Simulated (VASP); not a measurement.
# Si (P6_3/mmc) in VASP: further runs

Si is run at these levels: r2SCAN; tasks: single point.

Program: VASP 6.6.1. These are calculated values, not measurements. Logs are shortened: lines on timing, memory, paths and dates and some standing lists are left out, and cuts for length are marked.

## 1. The cell of the first run

The structure is hexagonal, space group P6_3/mmc (No. 194). The conventional cell has a = 3.525 Å, b = 3.525 Å, c = 6.079 Å, α = 90.00°, β = 90.00°, γ = 120.00°. Si (site symmetry 3m) has 4 Si at 2.17 to 2.27 Å within 2.9 Å.

This isn't the form of Si at room conditions, which is diamond.

## 2. Single point, r2SCAN (strain -0.080 along x and y, -0.040 along z)

File POSCAR:

```
Si
1.0
    3.5248120637      0.0000000000      0.0000000000
   -1.7624060319      3.0525767907      0.0000000000
    0.0000000000      0.0000000000      6.0793171202
Si
4
Direct
    0.3333333333      0.6666666667      0.0630095000
    0.6666666667      0.3333333333      0.5630095000
    0.3333333333      0.6666666667      0.4369905000
    0.6666666667      0.3333333333      0.9369905000
```

File INCAR.step1:

```
  PREC = Accurate
  ENCUT = 520
  ISMEAR = 0
  SIGMA = 0.05
  LREAL = F
  LASPH = T
  NELM = 60
  NBANDS = 16
  GGA = PE
  ALGO = Normal
  EDIFF = 1E-4
  LWAVE = T
  LCHARG = F
```

File INCAR.step2:

```
  PREC = Accurate
  ENCUT = 520
  EDIFF = 1E-6
  ISMEAR = 0
  SIGMA = 0.05
  LREAL = F
  LASPH = T
  NELM = 60
  ALGO = Normal
  ISIF = 2
  LWAVE = F
  LCHARG = F
  METAGGA = R2SCAN
  LMIXTAU = T
  NBANDS = 16
  ISTART = 1
```

File KPOINTS:

```
Automatic mesh
0
Gamma
  12 12 6
```

Potentials or basis: VASP PAW PBE potentials, release 64 (Si).

Run with:

```sh
$ cat potpaw_PBE.64/Si/POTCAR > POTCAR
$ cp INCAR.step1 INCAR
$ mpirun -np 1 vasp_std > vasp.out
$ cp INCAR.step2 INCAR
$ mpirun -np 1 vasp_std > vasp.out
```

OUTCAR:

```text
PREC = Accurate
   ENCUT = 520
   EDIFF = 1E-6
   ISMEAR = 0
   LREAL = F
   LASPH = T
   NELM = 60
   ISIF = 2
   METAGGA = R2SCAN
   ISTART = 1

 ion  position               nearest neighbor table
   1  0.333  0.667  0.063-   4 2.17   4 2.17   4 2.17   3 2.27
   2  0.667  0.333  0.563-   3 2.17   3 2.17   3 2.17   4 2.27
   3  0.333  0.667  0.437-   2 2.17   2 2.17   2 2.17   1 2.27
   4  0.667  0.333  0.937-   1 2.17   1 2.17   1 2.17   2 2.27

  LATTYP: Found a hexagonal cell.
 ALAT       =     3.5248120637
 C/A-ratio  =     1.7247209242

  Lattice vectors:

 A1 = (   3.5248120637,   0.0000000000,   0.0000000000)
 A2 = (  -1.7624060319,   3.0525767907,   0.0000000000)
 A3 = (   0.0000000000,   0.0000000000,   6.0793171202)

Analysis of symmetry for initial positions (statically):
=====================================================================
 Subroutine PRICEL returns:
 Original cell was already a primitive cell.

 Routine SETGRP: Setting up the symmetry group for a
 hexagonal supercell.

 Subroutine GETGRP returns: Found 24 space group operations
 (whereof 12 operations were pure point group operations)
 out of a pool of 24 trial point group operations.

The static configuration has the point symmetry D_3d.
 The point group associated with its full space group is D_6h.

Analysis of symmetry for dynamics (positions and initial velocities):
=====================================================================
 Subroutine PRICEL returns:
 Original cell was already a primitive cell.

 Routine SETGRP: Setting up the symmetry group for a
 hexagonal supercell.

 Subroutine GETGRP returns: Found 24 space group operations
 (whereof 12 operations were pure point group operations)
 out of a pool of 24 trial point group operations.

The dynamic configuration has the point symmetry D_3d.
 The point group associated with its full space group is D_6h.

 Subroutine INISYM returns: Found 24 space group operations
 (whereof 12 operations are pure point group operations),
 and found     1 'primitive' translations

----------------------------------------------------------------------------------------

                                     Primitive cell

  volume of cell :      65.4120

  direct lattice vectors                    reciprocal lattice vectors
     3.524812064  0.000000000  0.000000000     0.283703069  0.163796043  0.000000000
    -1.762406032  3.052576791  0.000000000     0.000000000  0.327592086  0.000000000
     0.000000000  0.000000000  6.079317120     0.000000000  0.000000000  0.164492159

  length of vectors
     3.524812064  3.524812064  6.079317120     0.327592086  0.327592086  0.164492159

  position of ions in fractional coordinates (direct lattice)
     0.333333333  0.666666667  0.063009500
     0.666666667  0.333333333  0.563009500
     0.333333333  0.666666667  0.436990500
     0.666666667  0.333333333  0.936990500

  ion indices of the primitive-cell ions
   primitive index   ion index
                 1           1
                 2           2
                 3           3
                 4           4

----------------------------------------------------------------------------------------

 KPOINTS: Automatic mesh

Automatic generation of k-mesh.
 Grid dimensions read from file:
 generate k-points for:   12   12    6

 Generating k-lattice:

  Cartesian coordinates                     Fractional coordinates (reciprocal lattice)
     0.023641922  0.013649670  0.000000000     0.083333333  0.000000000  0.000000000
     0.000000000  0.027299341  0.000000000     0.000000000  0.083333333  0.000000000
     0.000000000  0.000000000  0.027415360     0.000000000  0.000000000  0.166666667

  Length of vectors
     0.027299341  0.027299341  0.027415360

  Shift w.r.t. Gamma in fractional coordinates (k-lattice)
     0.000000000  0.000000000  0.000000000

 Subroutine IBZKPT returns following result:
 ===========================================

 Found     76 irreducible k-points:

 Following reciprocal coordinates:
            Coordinates               Weight
  0.000000  0.000000  0.000000      1.000000
  0.083333  0.000000  0.000000      6.000000
  0.166667  0.000000  0.000000      6.000000
  0.250000  0.000000  0.000000      6.000000
  0.333333  0.000000  0.000000      6.000000
  0.416667  0.000000  0.000000      6.000000
[... 16 lines left out ...]
  0.250000  0.000000  0.166667     12.000000
  0.333333  0.000000  0.166667     12.000000
 [... further k-points ...]
   k-points           NKPTS =     76   k-points in BZ     NKDIM =     76   number of bands    NBANDS=     16
   number of dos      NEDOS =    301   number of ions     NIONS =      4
   total plane-waves  NPLWV =  37632
   dimension x,y,z NGX =    28 NGY =   28 NGZ =   48
   dimension x,y,z NGXF=    56 NGYF=   56 NGZF=   96
   ions per type =               4
   NGX,Y,Z   is equivalent  to a cutoff of  13.21, 13.21, 13.13 a.u.
   NGXF,Y,Z  is equivalent  to a cutoff of  26.41, 26.41, 26.25 a.u.
 SYSTEM =  unknown system
   PREC   = accura    normal or accurate (medium, high low for compatibility)
   ISTART =      1    job   : 0-new  1-cont  2-samecut
   ICHARG =      0    charge: 1-file 2-atom 10-const
   ISPIN  =      1    spin polarized calculation?
   LNONCOLLINEAR =      F non collinear calculations
   LSORBIT =      F    spin-orbit coupling
   LASPH  =      T    aspherical Exc in radial PAW
   ENCUT  =  520.0 eV  38.22 Ry    6.18 a.u.   6.55  6.55 11.30*2*pi/ulx,y,z
   NELM   =     60;   NELMIN=  2; NELMDL=  0     # of ELM steps
   EDIFF  = 0.1E-05   stopping-criterion for ELM
   LREAL  =      F    real-space projection
   EDIFFG = 0.1E-04   stopping-criterion for IOM
   NSW    =      0    number of steps for IOM
   IBRION =     -1    ionic relax: 0-MD 1-quasi-New 2-CG
   NFREE  =      0    steps in history (QN), initial steepest desc. (CG)
   ISIF   =      2    stress and relaxation
   ISYM   =      2    0-nonsym 1-usesym 2-fastsym
   POTIM  = 0.5000    time-step for ionic-motion
   TEBEG  =    0.0;   TEEND  =   0.0 temperature during run
   PSTRESS=    0.0 pullay stress
   NELECT =      16.0000    total number of electrons
   NUPDOWN=      -1.0000    fix difference up-down
   EMIN   =  10.00;   EMAX   =-10.00  energy-range for DOS
   EFERMI =   0.00;   METHOD = LEGACY
   ISMEAR =     0;   SIGMA  =   0.05  broadening in eV -4-tet -1-fermi 0-gaus
   EFERMI_NEDOS =   21; number of points for ismear=-14 and -15
   IALGO  =     38    algorithm
   IMIX   =      4    mixing-type and parameters
     AMIX     =   0.40;   BMIX     =  1.00
     AMIX_MAG =   1.60;   BMIX_MAG =  1.00
  volume/ion in A,a.u.               =      16.35       110.36
  Fermi-wavevector in a.u.,A,eV,Ry     =   1.023833  1.934763 14.262084  1.048234
  Thomas-Fermi vector in A             =   2.157587
   LORBIT       =      0    0 simple, 1 ext, 2 COOP (PROOUT), +10 PAW based schemes
   METAGGA = R2SCAN    functional components
   LHFCALC =     F    Hartree Fock is set to
   AEXX    =    0.0000 exact exchange contribution
   IVDW    =     0    specifies the selected vdW correction
   LEPSILON=     F    determine dielectric tensor
   LRPA    =     F    only Hartree local field effects (RPA)
 non-spin polarized calculation
 Gauss-broadening in eV      SIGMA  =   0.05
  energy-cutoff  :      520.00
  volume of cell :       65.41
 maximum number of plane-waves:      1811
 NGX is ok and might be reduce to    28
   NGX = 13   NGY = 13   NGZ = 23

 number of electron      16.0000001 magnetization

 Free energy of the ion-electron system (eV)
  ---------------------------------------------------
  ext. energy  EPLUGINS =         0.00000000
  ---------------------------------------------------
  free energy    TOTEN  =       -33.74802976 eV

  energy without entropy =      -33.74793398  energy(sigma->0) =      -33.74798187

 E-fermi :   8.4553     XC(G=0): -10.6867

 val. band max:        8.4274618839   @ k =   0.0000   0.0000   0.0000
 cond. band min:       8.4831512429   @ k =   0.3333   0.3333   0.0000
 fundamental gap:      0.0556893590
 Fermi energy:         8.4553064322

 k-point     1 :       0.0000    0.0000    0.0000
  band No.  band energies     occupation
      1      -6.1257      2.00000
      2      -3.4739      2.00000
      3      -0.3993      2.00000
      4       6.7215      2.00000
      5       6.7215      2.00000
      6       7.7100      2.00000
[... 8 lines left out ...]
     15      14.6737      0.00000
     16      14.6737      0.00000

 k-point     2 :       0.0833    0.0000    0.0000
  band No.  band energies     occupation
      1      -6.0209      2.00000
      2      -3.3684      2.00000
      3      -0.3181      2.00000
      4       5.9296      2.00000
      5       6.4753      2.00000
      6       7.6085      2.00000
[... 8 lines left out ...]
     15      13.9953      0.00000
     16      14.4578      0.00000

 k-point     3 :       0.1667    0.0000    0.0000
  band No.  band energies     occupation
      1      -5.7085      2.00000
      2      -3.0538      2.00000
      3      -0.0907      2.00000
      4       4.4099      2.00000
      5       5.9527      2.00000
      6       6.3999      2.00000
[... 8 lines left out ...]
     15      14.2526      0.00000
     16      14.4519      0.00000

 k-point     4 :       0.2500    0.0000    0.0000
  band No.  band energies     occupation
      1      -5.1958      2.00000
      2      -2.5363      2.00000
      3       0.1926      2.00000
      4       2.9042      2.00000
      5       4.8294      2.00000
      6       5.4222      2.00000
[... 8 lines left out ...]
     15      14.8889      0.00000
     16      15.9474      0.00000
[... 324 lines left out ...]
 k-point    22 :       0.1667    0.0000    0.1667
  band No.  band energies     occupation
      1      -5.6050      2.00000
      2      -3.4360      2.00000
      3       0.4788      2.00000
      4       4.5050      2.00000
      5       5.9795      2.00000
      6       6.0348      2.00000
[... 8 lines left out ...]
     15      14.1924      0.00000
     16      14.5470      0.00000

 k-point    23 :       0.2500    0.0000    0.1667
  band No.  band energies     occupation
      1      -5.0929      2.00000
      2      -2.9258      2.00000
      3       0.7305      2.00000
      4       3.0369      2.00000
      5       4.4769      2.00000
      6       5.5056      2.00000
[... 8 lines left out ...]
     15      15.0110      0.00000
     16      15.7241      0.00000

 k-point    24 :       0.3333    0.0000    0.1667
  band No.  band energies     occupation
      1      -4.4003      2.00000
      2      -2.2405      2.00000
      3       0.4438      2.00000
      4       2.3476      2.00000
      5       2.9673      2.00000
      6       5.0870      2.00000
[... 8 lines left out ...]
     15      16.4650      0.00000
     16      17.1013      0.00000

 [... further k-points ...]

------------------------ aborting loop because EDIFF is reached ----------------------------------------

  FORCE on cell =-STRESS in cart. coord.  units (eV):
  Direction    XX          YY          ZZ          XY          YZ          ZX
  --------------------------------------------------------------------------------------
  -------------------------------------------------------------------------------------
  Total       14.7724455     14.7724455      8.4578919     -0.0000000      0.0000000     -0.0000000
  in kB      361.8308709    361.8308709    207.1645065     -0.0000000      0.0000000     -0.0000000
  external PRESSURE =     310.2754161 kB  Pullay stress =       0.0000000 kB

 VOLUME and BASIS-vectors are now :
 -----------------------------------------------------------------------------
  energy-cutoff  :      520.00
  volume of cell :       65.41
      direct lattice vectors                 reciprocal lattice vectors
     3.524812064  0.000000000  0.000000000     0.283703069  0.163796043  0.000000000
    -1.762406032  3.052576791  0.000000000     0.000000000  0.327592086  0.000000000
     0.000000000  0.000000000  6.079317120     0.000000000  0.000000000  0.164492159

 POSITION                                       TOTAL-FORCE (eV/Angst)
 -----------------------------------------------------------------------------------
     -0.00000      2.03505      0.38305         0.000000     -0.000000      1.028336
      1.76241      1.01753      3.42271        -0.000000     -0.000000      1.028336
     -0.00000      2.03505      2.65660         0.000000      0.000000     -1.028336
      1.76241      1.01753      5.69626        -0.000000      0.000000     -1.028336
 -----------------------------------------------------------------------------------
    total drift:                               -0.000000      0.000000     -0.000000

  FREE ENERGIE OF THE ION-ELECTRON SYSTEM (eV)
  ---------------------------------------------------
  free  energy   TOTEN  =       -33.7480297558 eV

  energy  without entropy=      -33.7479339808  energy(sigma->0) =      -33.74798187
```

It took 1.7 min on 1 thread of Intel Xeon 6975P-C (Granite Rapids), shared host; peak memory 0.21 GiB.

What came out:

- Free energy: -33.7480 eV
- Pressure: 31.0 GPa
- Largest force: 1.028 eV/Å
- Band gap on the k mesh: 0.06 eV (least direct gap 1.81 eV)

Forces on the atoms (eV/Å):
```
Si   0.000  0.000  1.028
Si   0.000  0.000  1.028
Si   0.000  0.000 -1.028
Si   0.000  0.000 -1.028
```

Stress tensor (GPa, compression positive):
```
36.18  0.00  0.00
 0.00 36.18  0.00
 0.00  0.00 20.72
```

Levels at points of the mesh, in eV from the valence-band top:
```tsv
k point	band 6	band 7	band 8	band 9	band 10	band 11
(0.00, 0.00, 0.00)	-0.72	0.00	0.00	1.81	2.23	2.23
(0.50, 0.00, 0.00)	-3.98	-3.78	-1.94	0.25	2.64	2.79
(0.00, 0.00, 0.50)	-1.04	-1.04	-1.04	3.00	3.00	3.22
(0.50, 0.00, 0.50)	-3.26	-3.06	-3.06	1.00	1.00	1.20
```

Caveat: the cell differs from its parent crystal (strain -0.080 along x and y, -0.040 along z); the stress differs along the axes, from 21 to 36 GPa; semilocal functionals underestimate gaps, and a narrow one can read as zero; the PAW data sets were made with another functional, which shifts forces and pressure a little.

## 3. Single point, r2SCAN (strain -0.040 along x and y, -0.080 along z)

File POSCAR:

```
Si
1.0
    3.6780647621      0.0000000000      0.0000000000
   -1.8390323811      3.1852975207      0.0000000000
    0.0000000000      0.0000000000      5.8260122402
Si
4
Direct
    0.3333333333      0.6666666667      0.0630095000
    0.6666666667      0.3333333333      0.5630095000
    0.3333333333      0.6666666667      0.4369905000
    0.6666666667      0.3333333333      0.9369905000
```

File INCAR.step1:

```
SYSTEM = Si
  ALGO = Normal
  EDIFF = 1E-4
  ENCUT = 520
  GGA = PE
  ISMEAR = 0
  LASPH = .TRUE.
  LCHARG = .FALSE.
  LREAL = .FALSE.
  LWAVE = .TRUE.
  NBANDS = 16
  NELM = 60
  PREC = Accurate
  SIGMA = 0.05
```

File INCAR.step2:

```
SYSTEM = Si
  ALGO = Normal
  EDIFF = 1E-6
  ENCUT = 520
  ISIF = 2
  ISMEAR = 0
  ISTART = 1
  LASPH = .TRUE.
  LCHARG = .FALSE.
  LMIXTAU = .TRUE.
  LREAL = .FALSE.
  LWAVE = .FALSE.
  METAGGA = R2SCAN
  NBANDS = 16
  NELM = 60
  PREC = Accurate
  SIGMA = 0.05
```

File KPOINTS:

```
k-points
0
G
  12 12 6
  0 0 0
```

Potentials or basis: VASP PAW PBE potentials, release 64 (Si).

Run with:

```sh
$ cat potpaw_PBE.64/Si/POTCAR > POTCAR
$ cp INCAR.step1 INCAR
$ mpirun -np 1 vasp_std > vasp.out
$ cp INCAR.step2 INCAR
$ mpirun -np 1 vasp_std > vasp.out
```

Run time: 1.7 min. Hardware: 1 thread of Intel Xeon 6975P-C (Granite Rapids), shared host; peak memory 0.22 GiB.

The run converged. Its results:

```yaml
Free_energy: -34.1980 eV
Pressure: 22.9 GPa
Largest_force: 0.866 eV/Å
Band_gap_on_the_k_mesh: zero (bands 8 and 9 overlap by 0.03 eV)
```

Forces on the atoms (eV/Å):
```
Si   0.000  0.000 -0.866
Si   0.000  0.000 -0.866
Si   0.000  0.000  0.866
Si   0.000  0.000  0.866
```

Stress tensor (GPa, compression positive):
```
17.17  0.00  0.00
 0.00 17.17  0.00
 0.00  0.00 34.36
```

Levels at points of the mesh, in eV from the Fermi level:
| k point | band 4 | band 5 | band 6 | band 7 | band 8 | band 9 | band 10 | band 11 | band 12 | band 13 |
| --- | --- | --- | --- | --- | --- | --- | --- | --- | --- | --- |
| (0.00, 0.00, 0.00) | -2.16 | -2.16 | -0.37 | 0.03 | 0.03 | 1.30 | 1.75 | 1.75 | 3.39 | 4.62 |
| (0.50, 0.00, 0.00) | -6.53 | -5.81 | -3.98 | -3.86 | -1.66 | 0.00 | 2.87 | 2.91 | 3.17 | 6.30 |
| (0.00, 0.00, 0.50) | -4.60 | -1.35 | -1.35 | -1.35 | -1.35 | 2.23 | 2.23 | 2.98 | 2.98 | 2.98 |
| (0.50, 0.00, 0.50) | -8.39 | -3.11 | -3.11 | -2.77 | -2.77 | 1.03 | 1.03 | 1.85 | 1.85 | 6.31 |

Caveat: the cell differs from its parent crystal (strain -0.040 along x and y, -0.080 along z); the stress differs along the axes, from 17 to 34 GPa; semilocal functionals underestimate gaps, and a narrow one can read as zero; the PAW data sets were made with another functional, which shifts forces and pressure a little.

The gap in the log of VASP goes by the Fermi energy; the results here count the filled bands.